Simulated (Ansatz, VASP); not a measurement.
**Re in VASP and in Ansatz**

File INCAR:

```
PREC = Accurate
ENCUT = 520
EDIFF = 1E-6
ISMEAR = 0
SIGMA = 0.15
LREAL = F
LASPH = T
NELM = 60
ALGO = Normal
ISIF = 2
LWAVE = F
LCHARG = F
GGA = PE
NBANDS = 10
```

KPOINTS

```
Automatic mesh
0
Gamma
  10 10 10
```

File POSCAR:

```
Re
1.0
    0.0000000000      1.9577236186      2.1730732166
    1.7423740206      0.0000000000      2.1730732166
    1.7423740206      1.9577236186      0.0000000000
Re
1
Direct
    0.0000000000      0.0000000000      0.0000000000
```

Input for Ansatz:

```yaml
crystal:
  lattice:
    - [0.0, 1.9577236186, 2.1730732166]
    - [1.7423740206, 0.0, 2.1730732166]
    - [1.7423740206, 1.9577236186, 0.0]
  atoms:
    - { symbol: Re, position: [0.0, 0.0, 0.0] }
basis:
  ecutwfc: 420
kpoints:
  mp_grid: { grid: [10, 10, 10] }
hamiltonian:
  xc: pbe
scf:
  occupations: { method: gaussian, width: 0.15 }
output:
  forces: true
  stress: true
  eigenvalues: true
```

Change from the starting cell: normal strain along x -0.1100, normal strain along z +0.1100.

Alike in both runs: task single point; functional PBE; k mesh 10 × 10 × 10; occupations gaussian, width 0.15 eV; no spin polarisation.

```csv
,VASP,Ansatz
version,VASP 6.6.1,Ansatz 0.2.0
potentials or method,"VASP PAW PBE potentials, release 64 (Re), cutoff 520 eV","scalar-relativistic, plane waves, PAW"
valence electrons in the cell,7,15
```

```tsv
	VASP	Ansatz	Ansatz less VASP
gap on the k mesh at the Fermi level (eV)	none	none	-
pressure (GPa)	7.8	8.3	+0.51
traceless stress, the component that is largest in VASP (GPa)	-25.59	-25.93	-0.341
```

A gap of «none» marks a metal or a gap that the smearing closes. VASP's potentials hold 7 valence electrons a cell and Ansatz's 15, so a difference there can come from the potentials and not from the codes.

Spin-orbit coupling is off throughout.
